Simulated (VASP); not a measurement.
# Ca3SbP (P4mm) in VASP: further runs

Runs on Ca3SbP. Level: LDA. Tasks: single point.

Program: VASP 6.6.1. These are calculated values, not measurements. Logs are shortened: lines on timing, memory, paths and dates and some standing lists are left out, and cuts for length are marked.

### 1 The cell of the first run

Symmetry: P4mm, No. 99, tetragonal system. Conventional cell: a = 5.208 Å, b = 5.208 Å, c = 5.208 Å, α = 90.00°, β = 90.00°, γ = 90.00°. Within 3.4 Å of Ca (site symmetry 4mm) lie 2 P at 2.58 to 2.63 Å. Ca (site symmetry 2mm) has 2 P at 2.61 Å and 4 Sb at 3.47 to 3.91 Å and 8 Ca at 3.59 to 3.78 Å within 4.0 Å. Within 4.7 Å of Sb (site symmetry 4mm) lie 12 Ca at 3.47 to 3.91 Å and 8 P at 4.42 to 4.60 Å. P (site symmetry 4mm) has 6 Ca at 2.58 to 2.63 Å within 3.4 Å.

### 2 Single point, LDA (atoms displaced along a vibrational mode, the cell strained)

Contents of INCAR:

```
ALGO = Normal
EDIFF = 1E-6
ENCUT = 520
ISIF = 2
ISMEAR = 0
LASPH = T
LCHARG = T
LELF = T
LREAL = F
LVHAR = T
LWAVE = F
NBANDS = 28
NELM = 60
PREC = Accurate
SIGMA = 0.05
```

Contents of KPOINTS:

```
k-points
0
Gamma
  6 6 6
```

Contents of POSCAR:

```
Ca3SbP
1.0
    5.2080295048      0.0000000000      0.0000000000
    0.0000000000      5.2080295048      0.0000000000
    0.0000000000      0.0000000000      5.2080295048
Ca Sb P
3 1 1
Direct
   -0.0086120789      0.5000000000      0.5000000000
    0.4657248486      0.0000000000      0.5000000000
    0.4657248486      0.5000000000      0.0000000000
    0.0263291015      0.0000000000      0.0000000000
    0.4963415017      0.5000000000      0.5000000000
```

Potentials or basis: VASP PAW LDA potentials, release 64 (Ca_sv, Sb, P).

On the command line:

```console
> cat potpaw_LDA.64/Ca_sv/POTCAR potpaw_LDA.64/Sb/POTCAR potpaw_LDA.64/P/POTCAR > POTCAR
> mpirun -np 1 vasp_std > vasp.out
```

OUTCAR:

```text
EDIFF = 1E-6
   ENCUT = 520
   ISIF = 2
   ISMEAR = 0
   LASPH = T
   LREAL = F
   NELM = 60
   PREC = Accurate

 ion  position               nearest neighbor table
   1  0.991  0.500  0.500-   5 2.58   5 2.63
   2  0.466  0.000  0.500-   5 2.61   5 2.61   4 3.47   4 3.47
   3  0.466  0.500  0.000-   5 2.61   5 2.61   4 3.47   4 3.47
   4  0.026  0.000  0.000-   2 3.47   3 3.47   2 3.47   3 3.47
   5  0.496  0.500  0.500-   1 2.58   2 2.61   3 2.61   3 2.61   2 2.61   1 2.63

  LATTYP: Found a simple cubic cell.
 ALAT       =     5.2080295048

  Lattice vectors:

 A1 = (   5.2080295048,   0.0000000000,   0.0000000000)
 A2 = (   0.0000000000,   5.2080295048,   0.0000000000)
 A3 = (   0.0000000000,   0.0000000000,   5.2080295048)

Analysis of symmetry for initial positions (statically):
=====================================================================
 Subroutine PRICEL returns:
 Original cell was already a primitive cell.

 Routine SETGRP: Setting up the symmetry group for a
 simple cubic supercell.

 Subroutine GETGRP returns: Found  8 space group operations
 (whereof  8 operations were pure point group operations)
 out of a pool of 48 trial point group operations.

The static configuration has the point symmetry C_4v.

Analysis of symmetry for dynamics (positions and initial velocities):
=====================================================================
 Subroutine PRICEL returns:
 Original cell was already a primitive cell.

 Routine SETGRP: Setting up the symmetry group for a
 simple cubic supercell.

 Subroutine GETGRP returns: Found  8 space group operations
 (whereof  8 operations were pure point group operations)
 out of a pool of 48 trial point group operations.

The dynamic configuration has the point symmetry C_4v.

 Subroutine INISYM returns: Found  8 space group operations
 (whereof  8 operations are pure point group operations),
 and found     1 'primitive' translations

----------------------------------------------------------------------------------------

                                     Primitive cell

  volume of cell :     141.2604

  direct lattice vectors                    reciprocal lattice vectors
     5.208029505  0.000000000  0.000000000     0.192011201  0.000000000  0.000000000
     0.000000000  5.208029505  0.000000000     0.000000000  0.192011201  0.000000000
     0.000000000  0.000000000  5.208029505     0.000000000  0.000000000  0.192011201

  length of vectors
     5.208029505  5.208029505  5.208029505     0.192011201  0.192011201  0.192011201

  position of ions in fractional coordinates (direct lattice)
     0.991387921  0.500000000  0.500000000
     0.465724849  0.000000000  0.500000000
     0.465724849  0.500000000  0.000000000
     0.026329101  0.000000000  0.000000000
     0.496341502  0.500000000  0.500000000

  ion indices of the primitive-cell ions
   primitive index   ion index
                 1           1
                 2           2
                 3           3
                 4           4
                 5           5

----------------------------------------------------------------------------------------

 KPOINTS: k-points

Automatic generation of k-mesh.
 Grid dimensions read from file:
 generate k-points for:    6    6    6

 Generating k-lattice:

  Cartesian coordinates                     Fractional coordinates (reciprocal lattice)
     0.032001867  0.000000000  0.000000000     0.166666667  0.000000000  0.000000000
     0.000000000  0.032001867  0.000000000     0.000000000  0.166666667  0.000000000
     0.000000000  0.000000000  0.032001867     0.000000000  0.000000000  0.166666667

  Length of vectors
     0.032001867  0.032001867  0.032001867

  Shift w.r.t. Gamma in fractional coordinates (k-lattice)
     0.000000000  0.000000000  0.000000000

 Subroutine IBZKPT returns following result:
 ===========================================

 Found     40 irreducible k-points:

 Following reciprocal coordinates:
            Coordinates               Weight
  0.000000  0.000000  0.000000      1.000000
  0.166667  0.000000  0.000000      2.000000
  0.000000  0.166667  0.000000      4.000000
  0.333333  0.000000  0.000000      2.000000
  0.000000  0.333333  0.000000      4.000000
  0.500000  0.000000  0.000000      1.000000
[... 16 lines left out ...]
  0.166667  0.166667  0.166667      8.000000
  0.333333  0.166667  0.166667      8.000000
 [... further k-points ...]
   k-points           NKPTS =     40   k-points in BZ     NKDIM =     40   number of bands    NBANDS=     28
   number of dos      NEDOS =    301   number of ions     NIONS =      5
   total plane-waves  NPLWV =  64000
   dimension x,y,z NGX =    40 NGY =   40 NGZ =   40
   dimension x,y,z NGXF=    80 NGYF=   80 NGZF=   80
   ions per type =               3   1   1
   NGX,Y,Z   is equivalent  to a cutoff of  12.77, 12.77, 12.77 a.u.
   NGXF,Y,Z  is equivalent  to a cutoff of  25.54, 25.54, 25.54 a.u.
 SYSTEM =  unknown system
   PREC   = accura    normal or accurate (medium, high low for compatibility)
   ISTART =      0    job   : 0-new  1-cont  2-samecut
   ICHARG =      2    charge: 1-file 2-atom 10-const
   ISPIN  =      1    spin polarized calculation?
   LNONCOLLINEAR =      F non collinear calculations
   LSORBIT =      F    spin-orbit coupling
   LASPH  =      T    aspherical Exc in radial PAW
   ENCUT  =  520.0 eV  38.22 Ry    6.18 a.u.   9.68  9.68  9.68*2*pi/ulx,y,z
   NELM   =     60;   NELMIN=  2; NELMDL= -5     # of ELM steps
   EDIFF  = 0.1E-05   stopping-criterion for ELM
   LREAL  =      F    real-space projection
   EDIFFG = 0.1E-04   stopping-criterion for IOM
   NSW    =      0    number of steps for IOM
   IBRION =     -1    ionic relax: 0-MD 1-quasi-New 2-CG
   NFREE  =      0    steps in history (QN), initial steepest desc. (CG)
   ISIF   =      2    stress and relaxation
   ISYM   =      2    0-nonsym 1-usesym 2-fastsym
   POTIM  = 0.5000    time-step for ionic-motion
   TEBEG  =    0.0;   TEEND  =   0.0 temperature during run
   PSTRESS=    0.0 pullay stress
   NELECT =      40.0000    total number of electrons
   NUPDOWN=      -1.0000    fix difference up-down
   EMIN   =  10.00;   EMAX   =-10.00  energy-range for DOS
   EFERMI =   0.00;   METHOD = LEGACY
   ISMEAR =     0;   SIGMA  =   0.05  broadening in eV -4-tet -1-fermi 0-gaus
   EFERMI_NEDOS =   21; number of points for ismear=-14 and -15
   IALGO  =     38    algorithm
   IMIX   =      4    mixing-type and parameters
     AMIX     =   0.40;   BMIX     =  1.00
     AMIX_MAG =   1.60;   BMIX_MAG =  1.00
  volume/ion in A,a.u.               =      28.25       190.65
  Fermi-wavevector in a.u.,A,eV,Ry     =   1.075032  2.031516 15.724169  1.155694
  Thomas-Fermi vector in A             =   2.210877
   LORBIT       =      0    0 simple, 1 ext, 2 COOP (PROOUT), +10 PAW based schemes
   GGA     = CA    functional components
   LHFCALC =     F    Hartree Fock is set to
   AEXX    =    0.0000 exact exchange contribution
   IVDW    =     0    specifies the selected vdW correction
   LEPSILON=     F    determine dielectric tensor
   LRPA    =     F    only Hartree local field effects (RPA)
 non-spin polarized calculation
 Gauss-broadening in eV      SIGMA  =   0.05
  energy-cutoff  :      520.00
  volume of cell :      141.26
 maximum number of plane-waves:      3840
 NGX is ok and might be reduce to    40
   NGX = 19   NGY = 19   NGZ = 19

 number of electron      40.0000007 magnetization

 Free energy of the ion-electron system (eV)
  ---------------------------------------------------
  ext. energy  EPLUGINS =         0.00000000
  ---------------------------------------------------
  free energy    TOTEN  =       -22.59404144 eV

  energy without entropy =      -22.59404144  energy(sigma->0) =      -22.59404144

 E-fermi :   3.9316     XC(G=0):  -9.2057

 val. band max:        3.7197606313   @ k =   0.0000   0.0000   0.0000
 cond. band min:       4.3655333223   @ k =   0.0000   0.0000   0.0000
 fundamental gap:      0.6457726910
 Fermi energy:         3.9315926259

 k-point     1 :       0.0000    0.0000    0.0000
  band No.  band energies     occupation
      1     -36.5610      2.00000
      2     -36.4916      2.00000
      3     -36.4716      2.00000
      4     -18.0078      2.00000
      5     -18.0006      2.00000
      6     -18.0006      2.00000
[... 20 lines left out ...]
     27       7.5237      0.00000
     28       7.5374      0.00000

 k-point     2 :       0.1667    0.0000    0.0000
  band No.  band energies     occupation
      1     -36.5598      2.00000
      2     -36.4928      2.00000
      3     -36.4716      2.00000
      4     -17.9978      2.00000
      5     -17.9914      2.00000
      6     -17.9914      2.00000
[... 20 lines left out ...]
     27       7.3117      0.00000
     28       7.5383      0.00000

 k-point     3 :       0.0000    0.1667    0.0000
  band No.  band energies     occupation
      1     -36.5602      2.00000
      2     -36.4907      2.00000
      3     -36.4732      2.00000
      4     -18.0004      2.00000
      5     -17.9952      2.00000
      6     -17.9910      2.00000
[... 20 lines left out ...]
     27       7.3705      0.00000
     28       7.5417      0.00000

 k-point     4 :       0.3333    0.0000    0.0000
  band No.  band energies     occupation
      1     -36.5571      2.00000
      2     -36.4953      2.00000
      3     -36.4716      2.00000
      4     -17.9695      2.00000
      5     -17.9675      2.00000
      6     -17.9675      2.00000
[... 578 lines left out ...]
     27       7.3098      0.00000
     28       7.3799      0.00000

 k-point    23 :       0.1667    0.1667    0.1667
  band No.  band energies     occupation
      1     -36.5586      2.00000
      2     -36.4907      2.00000
      3     -36.4747      2.00000
      4     -18.0207      2.00000
      5     -17.9710      2.00000
      6     -17.9606      2.00000
[... 20 lines left out ...]
     27       7.5089      0.00000
     28       7.5113      0.00000

 k-point    24 :       0.3333    0.1667    0.1667
  band No.  band energies     occupation
      1     -36.5566      2.00000
      2     -36.4925      2.00000
      3     -36.4747      2.00000
      4     -18.0262      2.00000
      5     -17.9600      2.00000
      6     -17.9431      2.00000
[... 20 lines left out ...]
     27       7.2664      0.00000
     28       7.5423      0.00000

 [... further k-points ...]

------------------------ aborting loop because EDIFF is reached ----------------------------------------

  FORCE on cell =-STRESS in cart. coord.  units (eV):
  Direction    XX          YY          ZZ          XY          YZ          ZX
  --------------------------------------------------------------------------------------
  -------------------------------------------------------------------------------------
  Total        1.9260311      1.2282254      1.2282254      0.0000000     -0.0000000      0.0000000
  in kB       21.8450767     13.9305532     13.9305532      0.0000000     -0.0000000      0.0000000
  external PRESSURE =      16.5687277 kB  Pullay stress =       0.0000000 kB

 VOLUME and BASIS-vectors are now :
 -----------------------------------------------------------------------------
  energy-cutoff  :      520.00
  volume of cell :      141.26
      direct lattice vectors                 reciprocal lattice vectors
     5.208029505  0.000000000  0.000000000     0.192011201  0.000000000  0.000000000
     0.000000000  5.208029505  0.000000000     0.000000000  0.192011201  0.000000000
     0.000000000  0.000000000  5.208029505     0.000000000  0.000000000  0.192011201

 POSITION                                       TOTAL-FORCE (eV/Angst)
 -----------------------------------------------------------------------------------
      5.16318      2.60401      2.60401        -0.005649     -0.000000     -0.000000
      2.42551      0.00000      2.60401         0.037240      0.000000     -0.000000
      2.42551      2.60401      0.00000         0.037240      0.000000     -0.000000
      0.13712      0.00000      0.00000        -0.052381      0.000000      0.000000
      2.58496      2.60401      2.60401        -0.016449      0.000000      0.000000
 -----------------------------------------------------------------------------------
    total drift:                               -0.001040     -0.000000     -0.000000

  FREE ENERGIE OF THE ION-ELECTRON SYSTEM (eV)
  ---------------------------------------------------
  free  energy   TOTEN  =       -22.5940414367 eV

  energy  without entropy=      -22.5940414367  energy(sigma->0) =      -22.59404144
```

Run time: 94 s. Hardware: 1 thread of AMD EPYC 9R45 (Zen 5), shared host; peak memory 0.26 GiB.

What came out:

```yaml
Free_energy: -22.5940 eV
Pressure: 1.7 GPa
Largest_force: 0.052 eV/Å
Band_gap_on_the_k_mesh: 0.65 eV
```

Forces on the atoms (eV/Å):
```
Ca  -0.006  0.000  0.000
Ca   0.037  0.000  0.000
Ca   0.037  0.000  0.000
Sb  -0.052  0.000  0.000
P   -0.016  0.000  0.000
```

Levels at points of the mesh, in eV from the valence-band top:
```csv
k point,band 16,band 17,band 18,band 19,band 20,band 21,band 22,band 23,band 24,band 25
"(0.00, 0.00, 0.00)",-1.66,-1.66,-0.06,0.00,0.00,0.65,0.95,0.96,1.09,1.18
"(0.50, 0.00, 0.00)",-2.37,-1.54,-1.54,-1.02,-1.02,1.29,1.57,1.92,2.87,2.87
"(0.00, 0.50, 0.00)",-2.48,-1.52,-1.51,-1.04,-0.96,1.27,1.59,1.91,2.73,2.76
"(0.50, 0.50, 0.00)",-3.40,-1.76,-1.32,-1.26,-1.01,1.83,1.89,2.04,2.45,2.82
"(0.00, 0.50, 0.50)",-3.43,-1.73,-1.27,-1.27,-0.88,1.78,1.78,1.99,2.33,2.86
"(0.50, 0.50, 0.50)",-3.21,-3.20,-1.67,-1.67,-1.62,2.05,2.12,2.12,2.99,3.01
```

Caveat: the cell differs from its parent crystal (atoms displaced along a vibrational mode, the cell strained); semilocal functionals underestimate gaps, and a narrow one can read as zero; spin-orbit coupling is left out, which moves the levels of the heavy elements. A k mesh can miss the band edges.

### 3 Single point, LDA

This run uses another cell than the first one, of 28.97 Å³/atom.

Contents of INCAR:

```
SYSTEM = Ca3SbP
PREC = Accurate ; ENCUT = 520
EDIFF = 1E-6 ; ISMEAR = 0
SIGMA = 0.05 ; LREAL = .FALSE.
LASPH = .TRUE. ; NELM = 100
ALGO = Normal ; ISIF = 2
LWAVE = .FALSE. ; LCHARG = .FALSE.
NBANDS = 28
```

Contents of KPOINTS:

```
regular mesh
0
G
  6 6 6
  0 0 0
```

Contents of POSCAR:

```
Ca3SbP
1.0
    5.2516179336      0.0000000000      0.0000000000
    0.0000000000      5.2516179336      0.0000000000
    0.0000000000      0.0000000000      5.2516179336
Ca Sb P
3 1 1
Direct
   -0.0057413859      0.5000000000      0.5000000000
    0.4771498990      0.0000000000      0.5000000000
    0.4771498990      0.5000000000      0.0000000000
    0.0175527343      0.0000000000      0.0000000000
    0.4975610011      0.5000000000      0.5000000000
```

Potentials or basis: VASP PAW LDA potentials, release 64 (Ca_sv, Sb, P).

On the command line:

```console
> cat potpaw_LDA.64/Ca_sv/POTCAR potpaw_LDA.64/Sb/POTCAR potpaw_LDA.64/P/POTCAR > POTCAR
> mpirun -np 1 vasp_std > vasp.out
```

Run time: 86 s. Hardware: 1 thread of AMD EPYC 9R45 (Zen 5), shared host; peak memory 0.27 GiB.

The run converged. Its results:

```
Free energy            : -22.6183 eV
Pressure               : 0.3 GPa
Largest force          : 0.018 eV/Å
Band gap on the k mesh : 0.58 eV
```

Forces in eV/Å, atoms in the order of the input:
```
Ca  -0.003  0.000  0.000
Ca  -0.003  0.000  0.000
Ca  -0.003  0.000  0.000
Sb   0.018  0.000  0.000
P   -0.009  0.000  0.000
```

Stress tensor (GPa, compression positive):
```
0.54 0.00 0.00
0.00 0.18 0.00
0.00 0.00 0.18
```

Levels at points of the mesh, in eV from the valence-band top:
```csv
k point,band 16,band 17,band 18,band 19,band 20,band 21,band 22,band 23,band 24,band 25
"(0.00, 0.00, 0.00)",-1.75,-1.75,-0.04,0.00,0.00,0.58,0.74,0.85,0.90,1.00
"(0.50, 0.00, 0.00)",-2.45,-1.63,-1.63,-1.06,-1.06,1.22,1.49,1.79,2.70,2.74
"(0.00, 0.50, 0.00)",-2.50,-1.62,-1.62,-1.06,-1.03,1.21,1.50,1.79,2.64,2.68
"(0.50, 0.50, 0.00)",-3.47,-1.84,-1.35,-1.33,-1.03,1.74,1.77,1.90,2.29,2.71
"(0.00, 0.50, 0.50)",-3.48,-1.83,-1.33,-1.33,-0.97,1.72,1.72,1.87,2.24,2.73
"(0.50, 0.50, 0.50)",-3.26,-3.26,-1.72,-1.72,-1.70,1.96,2.00,2.00,2.85,2.90
```

Caveat: semilocal functionals underestimate gaps, and a narrow one can read as zero; spin-orbit coupling is left out, which moves the levels of the heavy elements. A k mesh can miss the band edges.

### 4 Single point, LDA (atoms displaced along a vibrational mode)

Contents of INCAR:

```
SYSTEM = Ca3SbP
  ALGO = Normal
  EDIFF = 1E-6
  ENCUT = 520
  GGA = CA
  ISIF = 2
  ISMEAR = 0
  LASPH = .TRUE.
  LCHARG = .TRUE.
  LELF = .TRUE.
  LREAL = .FALSE.
  LVHAR = .TRUE.
  LWAVE = .FALSE.
  NBANDS = 28
  NELM = 80
  PREC = Accurate
  SIGMA = 0.05
```

Contents of KPOINTS:

```
k-points
0
G
  6 6 6
  0 0 0
```

Contents of POSCAR:

```
Ca3SbP
1.0
    5.2516179336      0.0000000000      0.0000000000
    0.0000000000      5.2516179336      0.0000000000
    0.0000000000      0.0000000000      5.2516179336
Ca Sb P
3 1 1
Direct
   -0.0114827719      0.5000000000      0.5000000000
    0.4542997981      0.0000000000      0.5000000000
    0.4542997981      0.5000000000      0.0000000000
    0.0351054686      0.0000000000      0.0000000000
    0.4951220023      0.5000000000      0.5000000000
```

On the command line:

```console
> cat potpaw_LDA.64/Ca_sv/POTCAR potpaw_LDA.64/Sb/POTCAR potpaw_LDA.64/P/POTCAR > POTCAR
> mpirun -np 1 vasp_std > vasp.out
```

Run time: 86 s. Hardware: 1 thread of AMD EPYC 9R45 (Zen 5), shared host; peak memory 0.27 GiB.

The run converged. Its results:

- Free energy: -22.6122 eV
- Pressure: 0.7 GPa
- Largest force: 0.063 eV/Å
- Band gap on the k mesh: 0.78 eV

Forces on the atoms (eV/Å):
```
Ca  -0.005  0.000  0.000
Ca   0.063  0.000  0.000
Ca   0.063  0.000  0.000
Sb  -0.060  0.000  0.000
P   -0.062  0.000  0.000
```

Stress tensor (GPa, compression positive):
```
1.51 0.00 0.00
0.00 0.24 0.00
0.00 0.00 0.24
```

Levels at points of the mesh, in eV from the valence-band top:
| k point | band 16 | band 17 | band 18 | band 19 | band 20 | band 21 | band 22 | band 23 | band 24 | band 25 |
| --- | --- | --- | --- | --- | --- | --- | --- | --- | --- | --- |
| (0.00, 0.00, 0.00) | -1.56 | -1.56 | -0.07 | 0.00 | 0.00 | 0.78 | 1.05 | 1.11 | 1.32 | 1.42 |
| (0.50, 0.00, 0.00) | -2.16 | -1.45 | -1.45 | -0.90 | -0.90 | 1.43 | 1.67 | 1.96 | 2.96 | 2.96 |
| (0.00, 0.50, 0.00) | -2.32 | -1.42 | -1.40 | -0.93 | -0.79 | 1.40 | 1.69 | 1.97 | 2.77 | 2.82 |
| (0.50, 0.50, 0.00) | -3.22 | -1.64 | -1.19 | -1.10 | -0.90 | 1.93 | 2.04 | 2.11 | 2.50 | 2.88 |
| (0.00, 0.50, 0.50) | -3.27 | -1.59 | -1.11 | -1.11 | -0.68 | 1.86 | 1.86 | 2.02 | 2.31 | 2.94 |
| (0.50, 0.50, 0.50) | -3.04 | -3.03 | -1.53 | -1.53 | -1.44 | 2.11 | 2.23 | 2.23 | 3.02 | 3.06 |

Caveat: the cell differs from its parent crystal (atoms displaced along a vibrational mode); semilocal functionals underestimate gaps, and a narrow one can read as zero; spin-orbit coupling is left out, which moves the levels of the heavy elements. A k mesh can miss the band edges.

(Part 1 of 2 ends here.)
